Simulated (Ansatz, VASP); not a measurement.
**One calculation of SnSO, two programs**

```
CELL_PARAMETERS angstrom
3.41222 0.00000 0.00000
-1.70611 2.95507 0.00000
0.00000 0.00000 10.09742
ATOMIC_POSITIONS crystal
Sn 0.33333 0.66667 0.60425
Sn 0.66667 0.33333 0.10425
S 0.66667 0.33333 0.75524
S 0.33333 0.66667 0.25524
O 0.00000 0.00000 0.01551
O 0.00000 0.00000 0.51551
```

Alike in both runs: task electric field gradients; functional LDA; k mesh 12 × 12 × 4; occupations fermi-dirac, width 0.15 eV; no spin polarisation.

|  | VASP | Ansatz |
| --- | --- | --- |
| version | VASP 6.6.1 | Ansatz 0.2.0 |
| potentials or method | VASP PAW LDA potentials, release 64 (Sn_d, S, O), cutoff 520 eV | scalar-relativistic, plane waves, PAW |
| valence electrons in the cell | 52 | 52 |

VASP gave:

| Quantity | Value |
| --- | --- |
| gap on the k mesh at the Fermi level (eV) | none |
| pressure (GPa) | 0.2 |
| traceless stress, the component that is largest in VASP (GPa) | -0.21 |
| rms of the force components (eV/Å) | 0.028 |
| size of Vzz on the site where it differs most (V/Å²) | 108.7 |

Estimate Ansatz's values.

gap on the k mesh at the Fermi level (eV): none; pressure (GPa): 0.0; traceless stress, the component that is largest in VASP (GPa): 0.00; rms of the force components (eV/Å): 0.000; size of Vzz on the site where it differs most (V/Å²): 107.1.

LDA's correlation is that of Perdew and Zunger in VASP and of Perdew and Wang (1992) in Ansatz. Atom by atom the forces differ by 0.028 eV/Å (rms over components). A gap of «none» marks a metal or a gap that the smearing closes.
